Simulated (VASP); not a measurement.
Runs of VASP 6.6.1 on SiO2. It takes space group P4_12_12 (No. 92, tetragonal). Conventional cell: a = 4.982 Å, b = 4.982 Å, c = 6.963 Å, α = 90.00°, β = 90.00°, γ = 90.00°. Within 2.1 Å of Si (site symmetry 2) lie 4 O at 1.60 to 1.61 Å. Within 2.1 Å of O (site symmetry 1) lie 2 Si at 1.60 to 1.61 Å. 

| task | level | cell | k mesh | cutoff (eV) | gap on the mesh (eV) | pressure (GPa) | relaxed volume (Å³/atom) | largest force (eV/Å) |
| --- | --- | --- | --- | --- | --- | --- | --- | --- |
| relaxation of cell and atoms | PBEsol+D3(BJ) | relaxed | 6 × 6 × 4 | 600 | (c) | 0.0 | 13.50 | 0.01 |
| relaxation of cell and atoms | BLYP+D3(BJ) | relaxed | 6 × 6 × 4 | 600 | (b) | 0.0 | (a) | 0.01 |
| relaxation of the atoms | PBE | atoms relaxed | 5 × 5 × 3 | 520 | 5.61 | 1.2 | - | - |
| relaxation of cell and atoms | PBE | relaxed | 6 × 6 × 4 | 600 | 5.51 | 0.0 | 15.31 | 0.01 |
| relaxation of cell and atoms | BLYP | relaxed | 6 × 6 × 4 | 600 | 5.44 | 0.0 | 15.98 | - |

Alike in all rows: potentials or basis VASP PAW PBE potentials, release 64 (Si, O); no spin polarisation; smearing fermi-dirac 0.05 eV.

Question: Estimate the missing entries.

Answer: (a) 13.19; (b) 5.74; (c) 5.65.

Caveats: the PAW data sets were made with another functional, which shifts forces and pressure a little (at least some runs).

A k mesh can miss the band edges.
